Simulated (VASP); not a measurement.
# FeSi (wurtzite type) (P6_3/mmc) in VASP: single point with LDA

Aim: the single point of FeSi (wurtzite type) with LDA.

Everything below comes from runs of VASP 6.6.1. Logs are shortened: lines on timing, memory, paths and dates and some standing lists are left out, and cuts for length are marked.

## 1. The cell of the first run

It takes space group P6_3/mmc (No. 194, hexagonal). Conventional cell: a = 3.868 Å, b = 3.868 Å, c = 4.446 Å, α = 90.00°, β = 90.00°, γ = 120.00°. Fe (site symmetry -6m2) has 5 Si at 2.22 to 2.23 Å within 2.9 Å. Within 2.9 Å of Si (site symmetry -6m2) lie 5 Fe at 2.22 to 2.23 Å.

## 2. Single point, LDA, collinear spin, ferromagnetic start

The input, INCAR:

```
SYSTEM = FeSi
  ALGO = Normal
  EDIFF = 1E-7
  ENCUT = 520
  ISIF = 2
  ISMEAR = -1
  ISPIN = 2
  LASPH = .True.
  LCHARG = .False.
  LMAXMIX = 4
  LORBIT = 11
  LREAL = .False.
  LWAVE = .False.
  MAGMOM = 2.5 2.5 0 0
  NBANDS = 24
  NELM = 150
  PREC = Accurate
  SIGMA = 0.08
```

The input, KPOINTS:

```
k-points
0
Gamma
  9 9 5
  0 0 0
```

The input, POSCAR:

```
FeSi
1.0
    3.8683445269      0.0000000000      0.0000000000
   -1.9341722635      3.3500846309      0.0000000000
    0.0000000000      0.0000000000      4.4458971624
Fe Si
2 2
Direct
    0.3333333333      0.6666666667     -0.0620009871
    0.6666666667      0.3333333333      0.4379990129
    0.3333333333      0.6666666667      0.4380009871
    0.6666666667      0.3333333333      0.9380009871
```

Potentials or basis: VASP PAW LDA potentials, release 64 (Fe, Si).

On the command line:

```bash
> cat potpaw_LDA.64/Fe/POTCAR potpaw_LDA.64/Si/POTCAR > POTCAR
> mpirun -np 1 vasp_std > vasp.out
```

OUTCAR:

```text
SYSTEM = FeSi
   EDIFF = 1E-7
   ENCUT = 520
   ISIF = 2
   ISMEAR = -1
   ISPIN = 2
   LASPH = .True.
   LORBIT = 11
   LREAL = .False.
   NELM = 150
   PREC = Accurate

 ion  position               nearest neighbor table
   1  0.333  0.667  0.938-   3 2.22   3 2.22   4 2.23   4 2.23   4 2.23
   2  0.667  0.333  0.438-   4 2.22   4 2.22   3 2.23   3 2.23   3 2.23
   3  0.333  0.667  0.438-   1 2.22   1 2.22   2 2.23   2 2.23   2 2.23
   4  0.667  0.333  0.938-   2 2.22   2 2.22   1 2.23   1 2.23   1 2.23

  LATTYP: Found a hexagonal cell.
 ALAT       =     3.8683445269
 C/A-ratio  =     1.1493022743

  Lattice vectors:

 A1 = (   3.8683445269,   0.0000000000,   0.0000000000)
 A2 = (  -1.9341722635,   3.3500846309,   0.0000000000)
 A3 = (   0.0000000000,   0.0000000000,   4.4458971624)

Analysis of symmetry for initial positions (statically):
=====================================================================
 Subroutine PRICEL returns:
 Original cell was already a primitive cell.

 Routine SETGRP: Setting up the symmetry group for a
 hexagonal supercell.

 Subroutine GETGRP returns: Found 24 space group operations
 (whereof  6 operations were pure point group operations)
 out of a pool of 24 trial point group operations.

The static configuration has the point symmetry C_3v.
 The point group associated with its full space group is D_6h.

Analysis of symmetry for dynamics (positions and initial velocities):
=====================================================================
 Subroutine PRICEL returns:
 Original cell was already a primitive cell.

 Routine SETGRP: Setting up the symmetry group for a
 hexagonal supercell.

 Subroutine GETGRP returns: Found 24 space group operations
 (whereof  6 operations were pure point group operations)
 out of a pool of 24 trial point group operations.

The dynamic configuration has the point symmetry C_3v.
 The point group associated with its full space group is D_6h.

Analysis of structural, dynamic, and magnetic symmetry:
=====================================================================
 Subroutine PRICEL returns:
 Original cell was already a primitive cell.

 Routine SETGRP: Setting up the symmetry group for a
 hexagonal supercell.

 Subroutine GETGRP returns: Found 24 space group operations
 (whereof  6 operations were pure point group operations)
 out of a pool of 24 trial point group operations.

The overall configuration has the point symmetry C_3v.
 The point group associated with its full space group is D_6h.

 Subroutine INISYM returns: Found 24 space group operations
 (whereof  6 operations are pure point group operations),
 and found     1 'primitive' translations

[... 131 lines left out ...]
  volume of cell :       57.62
 maximum number of plane-waves:      1569
 NGX is ok and might be reduce to    30
   NGX = 15   NGY = 15   NGZ = 17

 number of electron      24.0000001 magnetization       0.0012670

 number of electron      24.0000001 magnetization      -0.0007374

 Free energy of the ion-electron system (eV)
  ---------------------------------------------------
  ext. energy  EPLUGINS =         0.00000000
  ---------------------------------------------------
  free energy    TOTEN  =       -29.87024282 eV

  energy without entropy =      -29.79656121  energy(sigma->0) =      -29.83340202

 E-fermi :   6.2199     XC(G=0): -11.3559

 val. band max:        6.2091523952   @ k =   0.2222   0.0000   0.0000
 cond. band min:       6.2383982988   @ k =   0.3333   0.1111   0.0000
 fundamental gap:      0.0292459036
 Fermi energy:         6.2198609867

 spin component 1

 k-point     1 :       0.0000    0.0000    0.0000
  band No.  band energies     occupation
      1      -4.8928      1.00000
      2      -0.4028      1.00000
      3       2.4741      1.00000
      4       3.4415      1.00000
      5       3.4415      1.00000
      6       3.8895      1.00000
[... 637 lines left out ...]
     23      18.1907      0.00000
     24      18.1907      0.00000

 [... further k-points ...]

 spin component 2

 k-point     1 :       0.0000    0.0000    0.0000
  band No.  band energies     occupation
      1      -4.8928      1.00000
      2      -0.4029      1.00000
      3       2.4741      1.00000
      4       3.4414      1.00000
      5       3.4414      1.00000
      6       3.8894      1.00000
[... 637 lines left out ...]
     23      18.1907      0.00000
     24      18.1907      0.00000

 [... further k-points ...]

------------------------ aborting loop because EDIFF is reached ----------------------------------------

  FORCE on cell =-STRESS in cart. coord.  units (eV):
  Direction    XX          YY          ZZ          XY          YZ          ZX
  --------------------------------------------------------------------------------------
  -------------------------------------------------------------------------------------
  Total       -1.4551357     -1.4551357     -1.3770606      0.0000000     -0.0000000      0.0000000
  in kB      -40.4644586    -40.4644586    -38.2933430      0.0000000     -0.0000000      0.0000000
  external PRESSURE =     -39.7407534 kB  Pullay stress =       0.0000000 kB

 VOLUME and BASIS-vectors are now :
 -----------------------------------------------------------------------------
  energy-cutoff  :      520.00
  volume of cell :       57.62
      direct lattice vectors                 reciprocal lattice vectors
     3.868344527  0.000000000  0.000000000     0.258508515  0.149249961  0.000000000
    -1.934172264  3.350084631  0.000000000     0.000000000  0.298499922  0.000000000
     0.000000000  0.000000000  4.445897162     0.000000000  0.000000000  0.224926480

 POSITION                                       TOTAL-FORCE (eV/Angst)
 -----------------------------------------------------------------------------------
     -0.00000      2.23339      4.17025         0.000000      0.000000      0.000000
      1.93417      1.11669      1.94730        -0.000000      0.000000      0.000000
     -0.00000      2.23339      1.94731         0.000000      0.000000      0.000000
      1.93417      1.11669      4.17026         0.000000     -0.000000     -0.000000
 -----------------------------------------------------------------------------------
    total drift:                               -0.000000      0.000000      0.000764

  FREE ENERGIE OF THE ION-ELECTRON SYSTEM (eV)
  ---------------------------------------------------
  free  energy   TOTEN  =       -29.8702428166 eV

  energy  without entropy=      -29.7965612140  energy(sigma->0) =      -29.83340202

 total charge

# of ion       s       p       d       tot
------------------------------------------
    1        0.456   0.491   6.705   7.652
    2        0.456   0.491   6.705   7.652
    3        0.807   0.914   0.000   1.720
    4        0.807   0.914   0.000   1.720
--------------------------------------------------
tot          2.525   2.810  13.410  18.745

 magnetization (x)

# of ion       s       p       d       tot
------------------------------------------
    1       -0.000   0.000  -0.000  -0.000
    2       -0.000   0.000  -0.000  -0.000
    3        0.000   0.000   0.000   0.000
    4        0.000   0.000   0.000   0.000
--------------------------------------------------
tot          0.000   0.000  -0.001  -0.001
```

stdout:

```text
POSCAR found type information on POSCAR FeSi
 POSCAR found :  2 types and       4 ions
 scaLAPACK will be used
 LDA part: xc-table for (Slater(with rela. corr.)+CA(PZ))
 , standard interpolation
 POSCAR, INCAR and KPOINTS ok, starting setup
 FFT: planning ... GRIDC
 FFT: planning ... GRID_SOFT
 FFT: planning ... GRID
 WAVECAR not read
 entering main loop
```

It took 6 min on 1 thread of Intel Xeon 8259CL, shared host; peak memory 0.21 GiB.

What came out:

* Free energy: -29.8702 eV
* Pressure: -4.0 GPa
* Band gap on the k mesh: zero (filled and empty bands overlap)
* Net moment: 0.00 μB per cell
* Valence electrons inside the program's atomic spheres: Fe 7.65; Si 1.72

Stress tensor (GPa, compression positive):
```
-4.05  0.00  0.00
 0.00 -4.05  0.00
 0.00  0.00 -3.83
```

Caveat: the cell stands under tension.
